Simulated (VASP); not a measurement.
A run of VASP 6.6.1 is set up as follows.

INCAR

```
SYSTEM = AlN
ALGO = Normal ; EDIFF = 1E-6
ENCUT = 520 ; GGA = PE
ISIF = 2 ; ISMEAR = 0
LASPH = .True. ; LCHARG = .True.
LELF = .True. ; LREAL = .False.
LVHAR = .True. ; LWAVE = .False.
NBANDS = 26 ; NELM = 80
PREC = Accurate ; SIGMA = 0.05
```

The input KPOINTS:

```
k-points
0
Gamma
  8 6 4
  0 0 0
```

Contents of POSCAR:

```
AlN
1.0
   -3.1302395625      0.0000000000      0.0000000000
    0.0000000000      0.0000000000     -5.0179796543
    0.0000000000     -5.4217339621      0.0000000000
Al N
4 4
Direct
    0.5598995688      0.9982712825      0.1666666667
   -0.0598995688      0.9982712825      0.6666666667
    0.0598995688      0.4982712825      0.3333333333
    0.4401004312      0.4982712825      0.8333333333
    0.5540980029      0.6167287175      0.1666666667
   -0.0540980029      0.6167287175      0.6666666667
    0.0540980029      0.1167287175      0.3333333333
    0.4459019971      0.1167287175      0.8333333333
```

Potentials or basis: VASP PAW PBE potentials, release 64 (Al, N).

Launch:

```bash
$ cat potpaw_PBE.64/Al/POTCAR potpaw_PBE.64/N/POTCAR > POTCAR
$ mpirun -np 1 vasp_std > vasp.out
```

(1) Predict the band gap on the k mesh.

(2) Estimate the pressure.

(3) Estimate the largest force.

## Answers

(1) 3.85 eV, direct.

(2) -1.3 GPa.

(3) 0.948 eV/Å.

Caveat: the cell differs from its parent crystal (mode 4 (223.6 1/cm) frozen in, largest displacement +0.188 Å).
